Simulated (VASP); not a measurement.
# Cu6H in VASP: single point with PBE

Aim: the single point of Cu6H with PBE.

Program: VASP 6.6.1. These are calculated values, not measurements. Logs are shortened: lines on timing, memory, paths and dates and some standing lists are left out, and cuts for length are marked.

## Step 1: The cell of the first run

The cell holds a slab with vacuum, 14 atoms: a = 5.133 Å, b = 5.133 Å, c = 22.124 Å, α = 90.00°, β = 90.00°, γ = 120.00°.

## Step 2: Single point, PBE

Input file INCAR:

```
  PREC = Accurate
  ENCUT = 520
  EDIFF = 1E-6
  ISMEAR = 0
  SIGMA = 0.1
  LREAL = F
  LASPH = T
  NELM = 120
  ALGO = Normal
  ISIF = 2
  LWAVE = F
  LCHARG = F
  LDIPOL = T
  IDIPOL = 3
  DIPOL = 0.5 0.5 0.294
  GGA = PE
  NBANDS = 80
  GGA_COMPAT = F
  NELMDL = -8
```

Input file KPOINTS:

```
regular mesh
0
Gamma
  6 6 1
```

Input file POSCAR:

```
Cu6H
1.0
    5.1332392708      0.0000000000      0.0000000000
   -2.5666196354      4.4455156122      0.0000000000
    0.0000000000      0.0000000000     22.1236281850
Cu H
12 2
Direct
    0.3333333333      0.1666666667      0.1808021707
    0.3333333333      0.6666666667      0.1808021707
    0.8333333333      0.1666666667      0.1808021707
    0.8333333333      0.6666666667      0.1808021707
    0.1666666667      0.3333333333      0.2739941019
    0.1666666667      0.8333333333      0.2739941019
    0.6666666667      0.3333333333      0.2739941019
    0.6666666667      0.8333333333      0.2739941019
    0.0000000000      0.0000000000      0.3671924025
    0.0000000000      0.5000000000      0.3671924025
    0.5000000000      0.0000000000      0.3671924025
    0.5000000000      0.5000000000      0.3671924025
    0.2700204849      0.1666666667      0.4164609940
    0.3966461818      0.1666666667      0.4164609940
```

Potentials or basis: VASP PAW PBE potentials, release 64 (Cu, H).

Started as:

```bash
$ cat potpaw_PBE.64/Cu/POTCAR potpaw_PBE.64/H/POTCAR > POTCAR
$ mpirun -np 1 vasp_std > vasp.out
```

OUTCAR:

```text
PREC = Accurate
   ENCUT = 520
   EDIFF = 1E-6
   ISMEAR = 0
   LREAL = F
   LASPH = T
   NELM = 120
   ISIF = 2
   GGA = PE
   NELMDL = -8

 ion  position               nearest neighbor table
   1  0.333  0.167  0.181-   5 2.54   6 2.54   7 2.54   4 2.57   2 2.57   2 2.57   4 2.57   3 2.57
                             3 2.57
   2  0.333  0.667  0.181-   6 2.54   5 2.54   8 2.54   3 2.57   1 2.57   1 2.57   3 2.57   4 2.57
                             4 2.57
   3  0.833  0.167  0.181-   7 2.54   8 2.54   5 2.54   4 2.57   2 2.57   4 2.57   2 2.57   1 2.57
                             1 2.57
   4  0.833  0.667  0.181-   8 2.54   7 2.54   6 2.54   3 2.57   1 2.57   3 2.57   1 2.57   2 2.57
                             2 2.57
   5  0.167  0.333  0.274-   1 2.54   2 2.54   3 2.54   9 2.54  12 2.54  10 2.54   8 2.57   6 2.57
                             6 2.57   8 2.57   7 2.57   7 2.57
   6  0.167  0.833  0.274-   2 2.54   1 2.54   4 2.54  10 2.54  11 2.54   9 2.54   7 2.57   5 2.57
                             5 2.57   7 2.57   8 2.57   8 2.57
   7  0.667  0.333  0.274-   3 2.54   4 2.54   1 2.54  11 2.54  10 2.54  12 2.54   8 2.57   6 2.57
                             8 2.57   6 2.57   5 2.57   5 2.57
   8  0.667  0.833  0.274-   4 2.54   3 2.54   2 2.54  12 2.54   9 2.54  11 2.54   7 2.57   5 2.57
                             7 2.57   5 2.57   6 2.57   6 2.57
   9  0.000  0.000  0.367-  13 1.63   5 2.54   8 2.54   6 2.54  12 2.57  10 2.57  10 2.57  12 2.57
                            11 2.57  11 2.57
  10  0.000  0.500  0.367-   6 2.54   7 2.54   5 2.54   9 2.57  11 2.57   9 2.57  11 2.57  12 2.57
                            12 2.57
  11  0.500  0.000  0.367-  14 1.63   7 2.54   6 2.54   8 2.54  12 2.57  10 2.57  12 2.57  10 2.57
                             9 2.57   9 2.57
  12  0.500  0.500  0.367-   8 2.54   5 2.54   7 2.54   9 2.57  11 2.57  11 2.57   9 2.57  10 2.57
                            10 2.57
  13  0.270  0.167  0.416-  14 0.65   9 1.63
  14  0.397  0.167  0.416-  13 0.65  11 1.63

  LATTYP: Found a hexagonal cell.
 ALAT       =     5.1332392708
 C/A-ratio  =     4.3098766720

  Lattice vectors:

 A1 = (   5.1332392708,   0.0000000000,   0.0000000000)
 A2 = (  -2.5666196354,   4.4455156122,   0.0000000000)
 A3 = (   0.0000000000,   0.0000000000,  22.1236281850)

Analysis of symmetry for initial positions (statically):
=====================================================================
 Subroutine PRICEL returns:
 Original cell was already a primitive cell.

 Routine SETGRP: Setting up the symmetry group for a
 hexagonal supercell.

 Subroutine GETGRP returns: Found  2 space group operations
 (whereof  1 operations were pure point group operations)
 out of a pool of 24 trial point group operations.

The static configuration has the point symmetry C_1 .
 The point group associated with its full space group is C_1h.

Analysis of symmetry for dynamics (positions and initial velocities):
=====================================================================
 Subroutine PRICEL returns:
 Original cell was already a primitive cell.

 Routine SETGRP: Setting up the symmetry group for a
 hexagonal supercell.

 Subroutine GETGRP returns: Found  2 space group operations
 (whereof  1 operations were pure point group operations)
 out of a pool of 24 trial point group operations.

The dynamic configuration has the point symmetry C_1 .
 The point group associated with its full space group is C_1h.

 Subroutine INISYM returns: Found  2 space group operations
 (whereof  1 operations are pure point group operations),
 and found     1 'primitive' translations

----------------------------------------------------------------------------------------

                                     Primitive cell

  volume of cell :     504.8589

  direct lattice vectors                    reciprocal lattice vectors
     5.133239271  0.000000000  0.000000000     0.194808764  0.112472893  0.000000000
    -2.566619635  4.445515612  0.000000000     0.000000000  0.224945785  0.000000000
     0.000000000  0.000000000 22.123628185     0.000000000  0.000000000  0.045200543

  length of vectors
     5.133239271  5.133239271 22.123628185     0.224945785  0.224945785  0.045200543

  position of ions in fractional coordinates (direct lattice)
     0.333333333  0.166666667  0.180802171
     0.333333333  0.666666667  0.180802171
[... 60 lines left out ...]
  0.000000  0.166667  0.000000      2.000000
  0.333333  0.000000  0.000000      4.000000
  0.000000  0.333333  0.000000      2.000000
  0.500000  0.000000  0.000000      2.000000
  0.000000  0.500000  0.000000      1.000000
  0.166667  0.166667  0.000000      4.000000
 -0.333333  0.166667  0.000000      2.000000
  0.333333  0.166667  0.000000      4.000000
 -0.166667  0.500000  0.000000      4.000000
  0.500000  0.333333  0.000000      4.000000
  0.333333  0.333333  0.000000      2.000000
   k-points           NKPTS =     13   k-points in BZ     NKDIM =     13   number of bands    NBANDS=     80
   number of dos      NEDOS =    301   number of ions     NIONS =     14
   total plane-waves  NPLWV = 268800
   dimension x,y,z NGX =    40 NGY =   40 NGZ =  168
   dimension x,y,z NGXF=    80 NGYF=   80 NGZF=  336
   ions per type =              12   2
   NGX,Y,Z   is equivalent  to a cutoff of  12.95, 12.95, 12.62 a.u.
   NGXF,Y,Z  is equivalent  to a cutoff of  25.91, 25.91, 25.25 a.u.
 SYSTEM =  unknown system
   PREC   = accura    normal or accurate (medium, high low for compatibility)
   ISTART =      0    job   : 0-new  1-cont  2-samecut
   ICHARG =      2    charge: 1-file 2-atom 10-const
   ISPIN  =      1    spin polarized calculation?
   LNONCOLLINEAR =      F non collinear calculations
   LSORBIT =      F    spin-orbit coupling
   LASPH  =      T    aspherical Exc in radial PAW
   ENCUT  =  520.0 eV  38.22 Ry    6.18 a.u.   9.54  9.54 41.14*2*pi/ulx,y,z
   NELM   =    120;   NELMIN=  2; NELMDL= -8     # of ELM steps
   EDIFF  = 0.1E-05   stopping-criterion for ELM
   LREAL  =      F    real-space projection
   EDIFFG = 0.1E-04   stopping-criterion for IOM
   NSW    =      0    number of steps for IOM
   IBRION =     -1    ionic relax: 0-MD 1-quasi-New 2-CG
   NFREE  =      0    steps in history (QN), initial steepest desc. (CG)
   ISIF   =      2    stress and relaxation
   ISYM   =      2    0-nonsym 1-usesym 2-fastsym
   POTIM  = 0.5000    time-step for ionic-motion
   TEBEG  =    0.0;   TEEND  =   0.0 temperature during run
   PSTRESS=    0.0 pullay stress
   NELECT =     134.0000    total number of electrons
   NUPDOWN=      -1.0000    fix difference up-down
   EMIN   =  10.00;   EMAX   =-10.00  energy-range for DOS
   EFERMI =   0.00;   METHOD = LEGACY
   ISMEAR =     0;   SIGMA  =   0.10  broadening in eV -4-tet -1-fermi 0-gaus
   EFERMI_NEDOS =   21; number of points for ismear=-14 and -15
   IALGO  =     38    algorithm
   IMIX   =      4    mixing-type and parameters
     AMIX     =   0.40;   BMIX     =  1.00
     AMIX_MAG =   1.60;   BMIX_MAG =  1.00
  volume/ion in A,a.u.               =      36.06       243.35
  Fermi-wavevector in a.u.,A,eV,Ry     =   1.052090  1.988163 15.060213  1.106894
  Thomas-Fermi vector in A             =   2.187159
   LORBIT       =      0    0 simple, 1 ext, 2 COOP (PROOUT), +10 PAW based schemes
   GGA     = PE    functional components
   LHFCALC =     F    Hartree Fock is set to
   AEXX    =    0.0000 exact exchange contribution
   IVDW    =     0    specifies the selected vdW correction
   LEPSILON=     F    determine dielectric tensor
   LRPA    =     F    only Hartree local field effects (RPA)
 non-spin polarized calculation
 Gauss-broadening in eV      SIGMA  =   0.10
  energy-cutoff  :      520.00
  volume of cell :      504.86
 maximum number of plane-waves:     13643
 NGX is ok and might be reduce to    40
   NGX = 19   NGY = 19   NGZ = 83

 dipolmoment           0.000000      0.000000      0.019214 electrons x Angstroem

 number of electron     133.9999988 magnetization

 dipolmoment           0.000000      0.000000     -0.071963 electrons x Angstroem

 Free energy of the ion-electron system (eV)
  ---------------------------------------------------
  ext. energy  EPLUGINS =         0.00000000
  ---------------------------------------------------
  free energy    TOTEN  =       -46.10710544 eV

  energy without entropy =      -46.08097814  energy(sigma->0) =      -46.09404179

 E-fermi :  -0.9073     XC(G=0):  -4.4868

 val. band max:       -0.9305286045   @ k =   0.0000   0.5000   0.0000
 cond. band min:      -0.8821159870   @ k =   0.5000   0.0000   0.0000
 fundamental gap:      0.0484126175
 Fermi energy:        -0.9072835267

 k-point     1 :       0.0000    0.0000    0.0000
  band No.  band energies     occupation
      1     -12.6632      2.00000
      2      -9.3044      2.00000
      3      -7.1766      2.00000
      4      -5.9352      2.00000
      5      -5.6097      2.00000
      6      -5.6035      2.00000
[... 1055 lines left out ...]
     78       4.7129      0.00000
     79       4.7416      0.00000
 [bands above 79 left out]

------------------------ aborting loop because EDIFF is reached ----------------------------------------

 vacuum level on the upper side and lower side of the slab       (xc-potential included)        -0.416         0.145

  FORCE on cell =-STRESS in cart. coord.  units (eV):
  Direction    XX          YY          ZZ          XY          YZ          ZX
  --------------------------------------------------------------------------------------
  -------------------------------------------------------------------------------------
  Total        4.9676285     -0.5538964      2.2825119      0.0000000      0.8087496      0.0000000
  in kB       15.7648447     -1.7577985      7.2435861      0.0000000      2.5665791      0.0000000
  external PRESSURE =       7.0835441 kB  Pullay stress =       0.0000000 kB

 VOLUME and BASIS-vectors are now :
 -----------------------------------------------------------------------------
  energy-cutoff  :      520.00
  volume of cell :      504.86
      direct lattice vectors                 reciprocal lattice vectors
     5.133239271  0.000000000  0.000000000     0.194808764  0.112472893  0.000000000
    -2.566619635  4.445515612  0.000000000     0.000000000  0.224945785  0.000000000
     0.000000000  0.000000000 22.123628185     0.000000000  0.000000000  0.045200543

 POSITION                                       TOTAL-FORCE (eV/Angst)
 -----------------------------------------------------------------------------------
      1.28331      0.74092      4.00000         0.000000      0.002429      0.051184
     -0.00000      2.96368      4.00000        -0.033297     -0.024289     -0.006830
      3.84993      0.74092      4.00000         0.000000      0.041658      0.012142
      2.56662      2.96368      4.00000         0.033297     -0.024289     -0.006830
      0.00000      1.48184      6.06174         0.028165     -0.004529     -0.116042
     -1.28331      3.70460      6.06174         0.000000      0.014861     -0.106674
      2.56662      1.48184      6.06174        -0.028165     -0.004529     -0.116042
      1.28331      3.70460      6.06174         0.000000     -0.025366      0.157022
      0.00000      0.00000      8.12363        -1.024185     -0.673067     -0.723637
     -1.28331      2.22276      8.12363         0.000000     -0.064666     -0.158026
      2.56662      0.00000      8.12363         1.024185     -0.673067     -0.723637
      1.28331      2.22276      8.12363         0.000000      0.747457     -0.296840
      0.95831      0.74092      9.21363        -7.488378      0.343699      1.017104
      1.60831      0.74092      9.21363         7.488378      0.343699      1.017104
 -----------------------------------------------------------------------------------
    total drift:                                0.000001      0.000018     -0.001655

  FREE ENERGIE OF THE ION-ELECTRON SYSTEM (eV)
  ---------------------------------------------------
  free  energy   TOTEN  =       -46.1071054389 eV

  energy  without entropy=      -46.0809781394  energy(sigma->0) =      -46.09404179

 vacuum level on the upper side and lower side of the slab         3.112         3.680
```

Run time: 52 min. Hardware: 1 thread of Intel Xeon 8259CL, shared host; peak memory 0.77 GiB.

Results:

```yaml
Free_energy: -46.1071 eV
Largest_force: 7.565 eV/Å
Band_gap_on_the_k_mesh: 0.05 eV (least direct gap 0.06 eV)
```

Forces on the atoms (eV/Å):
```
Cu   0.000  0.002  0.051
Cu  -0.033 -0.024 -0.007
Cu   0.000  0.042  0.012
Cu   0.033 -0.024 -0.007
Cu   0.028 -0.005 -0.116
Cu   0.000  0.015 -0.107
Cu  -0.028 -0.005 -0.116
Cu   0.000 -0.025  0.157
Cu  -1.024 -0.673 -0.724
Cu   0.000 -0.065 -0.158
Cu   1.024 -0.673 -0.724
Cu   0.000  0.747 -0.297
H   -7.488  0.344  1.017
H    7.488  0.344  1.017
```
